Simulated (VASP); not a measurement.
WC, 2 atoms in the cell. The structure is hexagonal, space group P-6m2 (No. 187). Conventional cell: a = 3.014 Å, b = 3.014 Å, c = 2.601 Å, α = 90.00°, β = 90.00°, γ = 120.00°. Within 3.1 Å of W (site symmetry -6m2) lie 6 C at 2.17 Å and 8 W at 2.60 to 3.01 Å. Within 3.1 Å of C (site symmetry -6m2) lie 6 W at 2.17 Å and 8 C at 2.60 to 3.01 Å.  This cell differs from its parent crystal: strain +0.040 along x and y, -0.080 along z.

| Quantity | Value |
| --- | --- |
| Program | VASP 6.6.1 |
| Task | single point |
| Functional | PBEsol |
| Potentials or basis | VASP PAW PBE potentials, release 64 (W_sv, C) |
| Cutoff | 520 eV |
| k mesh | 24 × 24 × 22 |
| Occupations | gaussian, width 0.15 eV |
| Spin | no spin polarisation |
| Dipole correction | no |
| Further INCAR settings | ALGO = Normal; EDIFF = 1e-06; NBANDS = 16 |

Potentials or basis: VASP PAW PBE potentials, release 64 (W_sv, C).

Run with:

```sh
$ cat potpaw_PBE.64/W_sv/POTCAR potpaw_PBE.64/C/POTCAR > POTCAR
$ mpirun -np 1 vasp_std > vasp.out
```

Hardware: 1 thread of Intel(R) Xeon(R) 6975P-C (Granite Rapids), on a shared host.

Q: How long does it take, and how much memory?

A: Run time: 52 s on 1 thread of Intel(R) Xeon(R) 6975P-C (Granite Rapids), with other jobs on the host, peak memory 0.33 GiB. Counts: scf iterations 12, k points 732.
